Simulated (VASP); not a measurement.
A run of VASP 6.6.1 is set up as follows.

File POSCAR:

```
In
1.0
   -1.8805732835      1.8805732835      1.8805732835
    1.8805732835     -1.8805732835      1.8805732835
    1.8805732835      1.8805732835     -1.8805732835
In
1
Direct
    0.0000000000      0.0000000000      0.0000000000
```

File INCAR.step1:

```
PREC     = Accurate       # precision mode
ENCUT    = 520            # plane-wave cutoff, eV
EDIFF    = 1E-5           # SCF threshold, eV
ISMEAR   = -1             # smearing method
SIGMA    = 0.05           # smearing width, eV
LREAL    = F              # projectors in reciprocal space
LASPH    = T              # aspherical terms in the spheres
NELM     = 100            # most SCF steps
ALGO     = Normal         # electronic algorithm
ISIF     = 2              # what is computed and relaxed
LWAVE    = T              # write WAVECAR
LCHARG   = F              # write CHGCAR
NBANDS   = 12             # bands
GGA      = PE             # functional
```

Contents of INCAR.step2:

```
PREC     = Accurate       # precision mode
ENCUT    = 520            # plane-wave cutoff, eV
EDIFF    = 1E-7           # SCF threshold, eV
ISMEAR   = -1             # smearing method
SIGMA    = 0.05           # smearing width, eV
LREAL    = F              # projectors in reciprocal space
LASPH    = T              # aspherical terms in the spheres
NELM     = 100            # most SCF steps
ALGO     = Normal         # electronic algorithm
ISIF     = 2              # what is computed and relaxed
LWAVE    = F              # write WAVECAR
LCHARG   = F              # write CHGCAR
GGA      = PE             # functional
LHFCALC  = T              # exact exchange
AEXX     = 0.25           # exact-exchange fraction
HFSCREEN = 0.3            # screening, 1/A
PRECFOCK = Normal       
NBANDS   = 12             # bands
ISTART   = 1
```

File KPOINTS:

```
Automatic mesh
0
Gamma
  5 5 5
```

Potentials or basis: VASP PAW PBE potentials, release 64 (In_d).

Command:

```bash
$ cat potpaw_PBE.64/In_d/POTCAR > POTCAR
$ cp INCAR.step1 INCAR
$ mpirun -np 1 vasp_std > vasp.out
$ cp INCAR.step2 INCAR
$ mpirun -np 1 vasp_std > vasp.out
```

Problem. Predict the pressure.

Solution. -0.1 GPa.

Problem. What does it give for the band gap on the k mesh?

Solution. Zero (an odd number of electrons rules out a gap without spin polarisation).

Caveat: the k points lie up to 0.47 Å⁻¹ apart, too coarse for converged energies and pressures of a metal; the PAW data sets were made with another functional, which shifts forces and pressure a little; spin-orbit coupling is left out, which moves the levels of the heavy elements.
